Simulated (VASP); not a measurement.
## Si4B: single point with PBE

Si4B:

```
Si B
1.0
     0.00000    4.32163    4.32163
     4.32163    0.00000    4.32163
     4.32163    4.32163    0.00000
Si B
8 2
Direct
  0.85314 0.85314 0.85314
  0.85314 0.85314 0.44059
  0.85314 0.44059 0.85314
  0.44059 0.85314 0.85314
  0.14677 0.14677 0.14677
  0.14677 0.14677 0.55968
  0.14677 0.55968 0.14677
  0.55968 0.14677 0.14677
  0.50000 0.50000 0.50000
  0.00000 0.00000 0.00000
```

```
Program             : VASP 6.6.1
Task                : single point
Functional          : PBE
Potentials or basis : VASP PAW PBE potentials, release 64 (Si, B)
Cutoff              : 500 eV
k mesh              : 3 × 3 × 3
Occupations         : gaussian, width 0.2 eV
Spin                : no spin polarisation
```

```json
{"Pressure": "0.3 GPa", "Largest force": "0.030 eV/Å", "Band gap on the k mesh": "zero (band 19 reaches 7.24 eV, above the bottom of band 20 at 6.96 eV)"}
```

Forces on the atoms (eV/Å):
```
Si   0.017  0.017  0.017
Si  -0.017 -0.017  0.017
Si  -0.017  0.017 -0.017
Si   0.017 -0.017 -0.017
Si  -0.005 -0.005 -0.005
Si   0.005  0.005 -0.005
Si   0.005 -0.005  0.005
Si  -0.005  0.005  0.005
B    0.000  0.000  0.000
B    0.000  0.000  0.000
```

Levels at points of the mesh, in eV from the Fermi level:
```csv
k point,band 14,band 15,band 16,band 17,band 18,band 19,band 20,band 21,band 22,band 23
"(0.00, 0.00, 0.00)",-3.26,-3.26,0.11,0.11,0.11,0.25,1.32,1.32,1.32,2.08
```

It took 67 s on 1 thread of Intel Xeon 8259CL, on a shared host, peak memory 0.3 GiB.

Caveat: the k points lie up to 0.42 Å⁻¹ apart.
